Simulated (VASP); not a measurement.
Runs of VASP 6.6.1 on GePt. The structure is that of space group Pm-3m (No. 221), or close to it. The cells are those of the table. 

```tsv
task	cell	k mesh	cutoff (eV)	gap on the mesh (eV)	pressure (GPa)	relaxed volume (Å³/atom)
single point	a = 3.194 Å, 2 atoms	6 × 6 × 6	520	none	0.0	-
relaxation of cell and atoms	relaxed from a = 3.264 Å, 2 atoms	6 × 6 × 6	600	none	0.0	16.31
relaxation of cell and atoms	relaxed from a = 3.194 Å, 2 atoms	18 × 18 × 18	600	none	0.0	16.25
single point	a = 3.264 Å, 2 atoms	6 × 6 × 6	520	none	(a)	-
single point	a = 3.191 Å, 2 atoms	18 × 18 × 18	520	none	0.0	-
```

Alike in all rows: level PBE; potentials or basis VASP PAW PBE potentials, release 64 (Ge_d, Pt); no spin polarisation; smearing gaussian 0.1 eV.

**Question.** Fill in the values left out.

**Answer.** (a) -7.7.

Caveats: spin-orbit coupling is left out, which moves the levels of the heavy elements.

A k mesh can miss the band edges, and the runs leave out spin-orbit coupling on Ge, Pt.

A gap of «none» marks levels without a gap at the run's occupations.
